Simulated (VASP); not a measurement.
# Eu (Im-3m) in VASP: relaxation of cell and atoms with PBE

Aim: the relaxation of cell and atoms of Eu with PBE.

Everything below comes from runs of VASP 6.6.1. Logs are shortened: lines on timing, memory, paths and dates and some standing lists are left out, and cuts for length are marked.

## 1. The cell of the first run

The structure is cubic, space group Im-3m (No. 229). The conventional cell has a = 4.205 Å, b = 4.205 Å, c = 4.205 Å, α = 90.00°, β = 90.00°, γ = 90.00°. Within 4.8 Å of Eu (site symmetry m-3m) lie 14 Eu at 3.64 to 4.21 Å.

## 2. Relaxation of cell and atoms, PBE, collinear spin, ferromagnetic start, target pressure 2.2 GPa, at which the enthalpy is minimised

The input, INCAR:

```
SYSTEM = Eu
ALGO = Normal
EDIFF = 1E-6
EDIFFG = -0.005
ENCUT = 600
GGA = PE
IBRION = 2
ISIF = 3
ISMEAR = -1
ISPIN = 2
LASPH = .True.
LCHARG = .False.
LMAXMIX = 6
LORBIT = 11
LREAL = .False.
LWAVE = .False.
MAGMOM = 7
NELM = 150
NSW = 32
PREC = Accurate
PSTRESS = 22.0
SIGMA = 0.1
```

The input, KPOINTS:

```
k-points
0
Gamma
  13 13 13
  0 0 0
```

The input, POSCAR:

```
Eu
1.0
   -2.1026287045      2.1026287045      2.1026287045
    2.1026287045     -2.1026287045      2.1026287045
    2.1026287045      2.1026287045     -2.1026287045
Eu
1
Direct
    0.0000000000      0.0000000000      0.0000000000
```

Potentials or basis: VASP PAW PBE potentials, release 64 (Eu).

On the command line:

```console
$ cat potpaw_PBE.64/Eu/POTCAR > POTCAR
$ mpirun -np 1 vasp_std > vasp.out
```

OUTCAR:

```text
SYSTEM = Eu
   EDIFF = 1E-6
   EDIFFG = -0.005
   ENCUT = 600
   GGA = PE
   IBRION = 2
   ISIF = 3
   ISMEAR = -1
   ISPIN = 2
   LASPH = .True.
   LORBIT = 11
   LREAL = .False.
   NELM = 150
   NSW = 32
   PREC = Accurate
   PSTRESS = 22.0

 ion  position               nearest neighbor table
   1  0.000  0.000  0.000-

  LATTYP: Found a body centered cubic cell.
 ALAT       =     4.2052574090

  Lattice vectors:

 A1 = (  -2.1026287045,   2.1026287045,   2.1026287045)
 A2 = (   2.1026287045,  -2.1026287045,   2.1026287045)
 A3 = (   2.1026287045,   2.1026287045,  -2.1026287045)

Analysis of symmetry for initial positions (statically):
=====================================================================
 Subroutine PRICEL returns:
 Original cell was already a primitive cell.

 Routine SETGRP: Setting up the symmetry group for a
 body centered cubic supercell.

 Subroutine GETGRP returns: Found 48 space group operations
 (whereof 48 operations were pure point group operations)
 out of a pool of 48 trial point group operations.

The static configuration has the point symmetry O_h .

Analysis of symmetry for dynamics (positions and initial velocities):
=====================================================================
 Subroutine PRICEL returns:
 Original cell was already a primitive cell.

 Routine SETGRP: Setting up the symmetry group for a
 body centered cubic supercell.

 Subroutine GETGRP returns: Found 48 space group operations
 (whereof 48 operations were pure point group operations)
 out of a pool of 48 trial point group operations.

The dynamic configuration has the point symmetry O_h .

Analysis of structural, dynamic, and magnetic symmetry:
=====================================================================
 Subroutine PRICEL returns:
 Original cell was already a primitive cell.

 Routine SETGRP: Setting up the symmetry group for a
 body centered cubic supercell.

 Subroutine GETGRP returns: Found 48 space group operations
 (whereof 48 operations were pure point group operations)
 out of a pool of 48 trial point group operations.

The overall configuration has the point symmetry O_h .

 Subroutine INISYM returns: Found 48 space group operations
 (whereof 48 operations are pure point group operations),
 and found     1 'primitive' translations

----------------------------------------------------------------------------------------

                                     Primitive cell

  volume of cell :      37.1833

  direct lattice vectors                    reciprocal lattice vectors
    -2.102628704  2.102628704  2.102628704     0.000000000  0.237797572  0.237797572
     2.102628704 -2.102628704  2.102628704     0.237797572  0.000000000  0.237797572
     2.102628704  2.102628704 -2.102628704     0.237797572  0.237797572  0.000000000

  length of vectors
     3.641859746  3.641859746  3.641859746     0.336296551  0.336296551  0.336296551

  position of ions in fractional coordinates (direct lattice)
     0.000000000  0.000000000  0.000000000

  ion indices of the primitive-cell ions
   primitive index   ion index
                 1           1

----------------------------------------------------------------------------------------

 KPOINTS: k-points

Automatic generation of k-mesh.
 Grid dimensions read from file:
 generate k-points for:   13   13   13

 Generating k-lattice:

  Cartesian coordinates                     Fractional coordinates (reciprocal lattice)
     0.000000000  0.018292121  0.018292121     0.076923077  0.000000000  0.000000000
     0.018292121  0.000000000  0.018292121     0.000000000  0.076923077  0.000000000
     0.018292121  0.018292121  0.000000000     0.000000000  0.000000000  0.076923077

  Length of vectors
     0.025868965  0.025868965  0.025868965

  Shift w.r.t. Gamma in fractional coordinates (k-lattice)
     0.000000000  0.000000000  0.000000000

 Subroutine IBZKPT returns following result:
 ===========================================

 Found     84 irreducible k-points:

 Following reciprocal coordinates:
            Coordinates               Weight
  0.000000  0.000000  0.000000      1.000000
  0.076923  0.000000  0.000000     12.000000
  0.153846  0.000000  0.000000     12.000000
  0.230769  0.000000  0.000000     12.000000
  0.307692  0.000000  0.000000     12.000000
  0.384615  0.000000  0.000000     12.000000
[... 16 lines left out ...]
  0.153846  0.076923  0.076923     24.000000
  0.230769  0.076923  0.076923     24.000000
 [... further k-points ...]
   k-points           NKPTS =     84   k-points in BZ     NKDIM =     84   number of bands    NBANDS=     16
   number of dos      NEDOS =    301   number of ions     NIONS =      1
   total plane-waves  NPLWV =  27000
   dimension x,y,z NGX =    30 NGY =   30 NGZ =   30
   dimension x,y,z NGXF=    60 NGYF=   60 NGZF=   60
   ions per type =               1
   NGX,Y,Z   is equivalent  to a cutoff of  13.69, 13.69, 13.69 a.u.
   NGXF,Y,Z  is equivalent  to a cutoff of  27.39, 27.39, 27.39 a.u.
 SYSTEM =  Eu
   PREC   = accura    normal or accurate (medium, high low for compatibility)
   ISTART =      0    job   : 0-new  1-cont  2-samecut
   ICHARG =      2    charge: 1-file 2-atom 10-const
   ISPIN  =      2    spin polarized calculation?
   LNONCOLLINEAR =      F non collinear calculations
   LSORBIT =      F    spin-orbit coupling
   LASPH  =      T    aspherical Exc in radial PAW
   ENCUT  =  600.0 eV  44.10 Ry    6.64 a.u.   7.27  7.27  7.27*2*pi/ulx,y,z
   NELM   =    150;   NELMIN=  2; NELMDL= -5     # of ELM steps
   EDIFF  = 0.1E-05   stopping-criterion for ELM
   LREAL  =      F    real-space projection
   EDIFFG = -.5E-02   stopping-criterion for IOM
   NSW    =     32    number of steps for IOM
   IBRION =      2    ionic relax: 0-MD 1-quasi-New 2-CG
   NFREE  =      1    steps in history (QN), initial steepest desc. (CG)
   ISIF   =      3    stress and relaxation
   ISYM   =      2    0-nonsym 1-usesym 2-fastsym
   POTIM  = 0.5000    time-step for ionic-motion
   TEBEG  =    0.0;   TEEND  =   0.0 temperature during run
   PSTRESS=   22.0 pullay stress
   NELECT =      17.0000    total number of electrons
   NUPDOWN=      -1.0000    fix difference up-down
   EMIN   =  10.00;   EMAX   =-10.00  energy-range for DOS
   EFERMI =   0.00;   METHOD = LEGACY
   ISMEAR =    -1;   SIGMA  =   0.10  broadening in eV -4-tet -1-fermi 0-gaus
   EFERMI_NEDOS =   21; number of points for ismear=-14 and -15
   IALGO  =     38    algorithm
   IMIX   =      4    mixing-type and parameters
     AMIX     =   0.40;   BMIX     =  1.00
     AMIX_MAG =   1.60;   BMIX_MAG =  1.00
  volume/ion in A,a.u.               =      37.18       250.93
  Fermi-wavevector in a.u.,A,eV,Ry     =   1.261175  2.383274 21.640902  1.590561
  Thomas-Fermi vector in A             =   2.394647
   LORBIT       =     11    0 simple, 1 ext, 2 COOP (PROOUT), +10 PAW based schemes
   GGA     = PE    functional components
   LHFCALC =     F    Hartree Fock is set to
   AEXX    =    0.0000 exact exchange contribution
   IVDW    =     0    specifies the selected vdW correction
   LEPSILON=     F    determine dielectric tensor
   LRPA    =     F    only Hartree local field effects (RPA)
 conjugate gradient relaxation of ions
 spin polarized calculation
  energy-cutoff  :      600.00
  volume of cell :       37.18
 maximum number of plane-waves:      1264
 NGX is ok and might be reduce to    30
   NGX = 15   NGY = 15   NGZ = 15

--------------------------------------- Ionic step        1  -------------------------------------------

 number of electron      17.0000000 magnetization       7.2145561

 Free energy of the ion-electron system (eV)
  ---------------------------------------------------
  ext. energy  EPLUGINS =         0.00000000
  ---------------------------------------------------
  free energy    TOTEN  =       -11.44322704 eV

  energy without entropy =      -11.37241424  energy(sigma->0) =      -11.40782064

------------------------ aborting loop because EDIFF is reached ----------------------------------------

  FORCE on cell =-STRESS in cart. coord.  units (eV):
  Direction    XX          YY          ZZ          XY          YZ          ZX
  --------------------------------------------------------------------------------------
  -------------------------------------------------------------------------------------
  Total        0.4725325      0.4725325      0.4725325      0.0000000     -0.0000000      0.0000000
  in kB       20.3607824     20.3607824     20.3607824      0.0000000     -0.0000000      0.0000000
  external PRESSURE =      -1.6392176 kB  Pullay stress =      22.0000000 kB

 VOLUME and BASIS-vectors are now :
 -----------------------------------------------------------------------------
  energy-cutoff  :      600.00
  volume of cell :       37.18
      direct lattice vectors                 reciprocal lattice vectors
    -2.102628704  2.102628704  2.102628704     0.000000000  0.237797572  0.237797572
     2.102628704 -2.102628704  2.102628704     0.237797572  0.000000000  0.237797572
     2.102628704  2.102628704 -2.102628704     0.237797572  0.237797572  0.000000000
[... 81 lines left out ...]
  FREE ENERGIE OF THE ION-ELECTRON SYSTEM (eV)
  ---------------------------------------------------
  free  energy   TOTEN  =       -11.4317737029 eV

  energy  without entropy=      -11.3614312583  energy(sigma->0) =      -11.39660248

  enthalpy is  TOTEN    =       -10.9323606444 eV   P V=        0.4994130585

--------------------------------------- Ionic step        4  -------------------------------------------

 number of electron      17.0000002 magnetization       7.2100495

 Free energy of the ion-electron system (eV)
  ---------------------------------------------------
  ext. energy  EPLUGINS =         0.00000000
  ---------------------------------------------------
  free energy    TOTEN  =       -11.43793177 eV

  energy without entropy =      -11.36723562  energy(sigma->0) =      -11.40258370

 E-fermi :   2.6350     XC(G=0):  -9.3908

 val. band max:        2.6252540778   @ k =  -0.3846  -0.4615   0.1538
 cond. band min:       2.6425459347   @ k =  -0.4615   0.4615   0.2308
 fundamental gap:      0.0172918570
 Fermi energy:         2.6350248677

 spin component 1

 k-point     1 :       0.0000    0.0000    0.0000
  band No.  band energies     occupation
      1     -38.9621      1.00000
      2     -17.3836      1.00000
      3     -17.3836      1.00000
      4     -17.3836      1.00000
      5      -1.9162      1.00000
      6       1.9908      0.99841
[... 8 lines left out ...]
     15       4.5365      0.00000
     16       6.5226      0.00000
[... 419 lines left out ...]
 k-point    24 :       0.2308    0.0769    0.0769
  band No.  band energies     occupation
      1     -38.9168      1.00000
      2     -17.8668      1.00000
      3     -17.5302      1.00000
      4     -17.4209      1.00000
      5       0.3199      1.00000
      6       1.9969      0.99831
[... 8 lines left out ...]
     15       6.4990      0.00000
     16       6.9007      0.00000

 [... further k-points ...]

 spin component 2

 k-point     1 :       0.0000    0.0000    0.0000
  band No.  band energies     occupation
      1     -35.8671      1.00000
      2     -15.0633      1.00000
      3     -15.0633      1.00000
      4     -15.0633      1.00000
      5      -1.0985      1.00000
      6       5.5850      0.00000
[... 8 lines left out ...]
     15       7.1977      0.00000
     16       7.6260      0.00000
[... 459 lines left out ...]
 POSITION                                       TOTAL-FORCE (eV/Angst)
 -----------------------------------------------------------------------------------
     -0.00000      0.00000      0.00000        -0.000000     -0.000000     -0.000000
 -----------------------------------------------------------------------------------
    total drift:                               -0.000000     -0.000000      0.000000

  FREE ENERGIE OF THE ION-ELECTRON SYSTEM (eV)
  ---------------------------------------------------
  free  energy   TOTEN  =       -11.4379317716 eV

  energy  without entropy=      -11.3672356222  energy(sigma->0) =      -11.40258370

  enthalpy is  TOTEN    =       -10.9328114069 eV   P V=        0.5051203648

 reached required accuracy - stopping structural energy minimisation

 total charge

# of ion       s       p       d       f       tot
--------------------------------------------------
    1        2.093   5.699   0.368   6.592  14.752

 magnetization (x)

# of ion       s       p       d       f       tot
--------------------------------------------------
    1       -0.002  -0.090   0.142   6.587   6.637
```

It took 4.8 min on 1 thread of Intel Xeon 6975P-C (Granite Rapids), shared host; peak memory 0.28 GiB.

Results:

- Free energy: -11.4379 eV
- Relaxed volume: 36.79 Å³/atom
- Relaxed cell: a = 3.629 Å, b = 3.629 Å, c = 3.629 Å, α = 109.47°, β = 109.47°, γ = 109.47°
- Space group after relaxing (to 0.1 Å): Im-3m (No. 229)
- Energy change on relaxing (the run minimises the enthalpy): +5.3 meV/atom
- Ionic steps: 4
- Pressure after relaxing: 2.2 GPa
- Net moment: 7.21 μB per cell
- Site moments: Eu +6.64 μB
- Valence electrons inside the program's atomic spheres: Eu 14.75

Step by step:
| step | energy change (eV) | largest force (eV/Å) | pressure (GPa) | volume (Å³) |
| --- | --- | --- | --- | --- |
| 1 | 0.0000 | 0.0000 | 2.04 | 37.18 |
| 2 | 0.0027 | 0.0000 | 2.03 | 36.98 |
| 3 | 0.0115 | 0.0000 | 2.57 | 36.37 |
| 4 | 0.0053 | 0.0000 | 2.21 | 36.79 |

Final structure:
```xyz
1
Lattice="-2.0951 2.0951 2.0951 2.0951 -2.0951 2.0951 2.0951 2.0951 -2.0951" Properties=species:S:1:pos:R:3 pbc="T T T"
Eu    0.0000    0.0000    0.0000
```

Caveat: the cell is relaxed towards a set pressure, so the run minimises the enthalpy, not the energy; spin-orbit coupling is left out, which moves the levels of the heavy elements; semilocal functionals describe open f shells poorly, which spoils levels, moments and volumes.
